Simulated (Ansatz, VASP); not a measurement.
# Ga in VASP and in Ansatz

```
Ga
1.0
     1.38300   -4.02650    0.00000
     1.38300    4.02650    0.00000
    -0.11745    0.00000    3.32993
Ga
2
Direct
  0.86900 0.13100 0.25000
  0.13100 0.86900 0.75000
```

Change from the starting cell: shortest bond scaled by 1, PAW files.

Alike in both runs: task electric field gradients; functional LDA; k mesh 11 × 11 × 9; occupations fermi-dirac, width 0.05 eV; no spin polarisation.

|  | VASP | Ansatz |
| --- | --- | --- |
| version | VASP 6.6.1 | Ansatz 0.2.0 |
| potentials or method | VASP PAW LDA potentials, release 64 (Ga_d) | PAW with Ansatz's default frozen-core files, scalar-relativistic |
| plane-wave cutoff (eV) | 400 | 420 |
| valence electrons in the cell | 26 | 26 |

```csv
,VASP,Ansatz,Ansatz less VASP
rms of the force components (eV/Å),0.120,0.118,-0.0016
size of Vzz on the site where it differs most (V/Å²),25.8,26.8,+0.99
```

LDA's correlation is that of Perdew and Zunger in VASP and of Perdew and Wang (1992) in Ansatz. Atom by atom the forces differ by 0.002 eV/Å (rms over components).
